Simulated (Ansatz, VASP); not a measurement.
One calculation of In, two programs

Contents of INCAR:

```
SYSTEM = In
PREC = Accurate
ENCUT = 600
EDIFF = 1E-6
ISMEAR = -1
SIGMA = 0.1
LREAL = .FALSE.
LASPH = .TRUE.
NELM = 60
ALGO = Normal
ISIF = 3
LWAVE = .FALSE.
LCHARG = .FALSE.
IBRION = 2
NSW = 80
EDIFFG = -0.01
```

KPOINTS

```
Automatic mesh
0
G
  12 12 12
  0 0 0
```

Contents of POSCAR:

```
In
1.0
    0.0000000000      2.3556547913      2.3556547913
    2.3556547913      0.0000000000      2.3556547913
    2.3556547913      2.3556547913      0.0000000000
In
1
Direct
    0.0000000000      0.0000000000      0.0000000000
```

Input for Ansatz:

```yaml
crystal:
  lattice:
    - [0.0, 2.3556547913, 2.3556547913]
    - [2.3556547913, 0.0, 2.3556547913]
    - [2.3556547913, 2.3556547913, 0.0]
  atoms:
    - { symbol: In, position: [0.0, 0.0, 0.0] }
hamiltonian:
  xc: lda
  pseudopotentials:
    kind: paw
    azcp:
      In: "pseudopotentials/In.paw.azcp"
basis:
  ecutwfc: 420
  fft_grid_basis: typed
kpoints:
  mp_grid: { grid: [12, 12, 12], shift: [0, 0, 0] }
magnetization:
  spin_polarized: false
scf:
  occupations: { method: fermi_dirac, width: 0.1 }
relax:
  max_steps: 60
  f_tol: 0.01
  cell: {}
```

Alike in both runs: task relaxation of cell and atoms; functional LDA; k mesh 12 × 12 × 12; occupations fermi-dirac, width 0.1 eV; no spin polarisation.

|  | VASP | Ansatz |
| --- | --- | --- |
| version | VASP 6.6.1 | Ansatz 0.2.0 |
| potentials or method | VASP PAW LDA potentials, release 64 (In_d), cutoff 600 eV | plane waves (420 eV) with PAW, scalar-relativistic |
| valence electrons in the cell | 13 | 13 |

|  | VASP | Ansatz | Ansatz less VASP |
| --- | --- | --- | --- |
| relaxed volume (Å³/atom) | 24.65 | 24.57 | -0.083 |
| relaxed cell length with the largest relative difference (Å) | 3.267 | 3.263 | -0.0037 |

Ansatz warns that its potentials were made for another functional, while VASP's fit it. LDA's correlation is that of Perdew and Zunger in VASP and of Perdew and Wang (1992) in Ansatz.
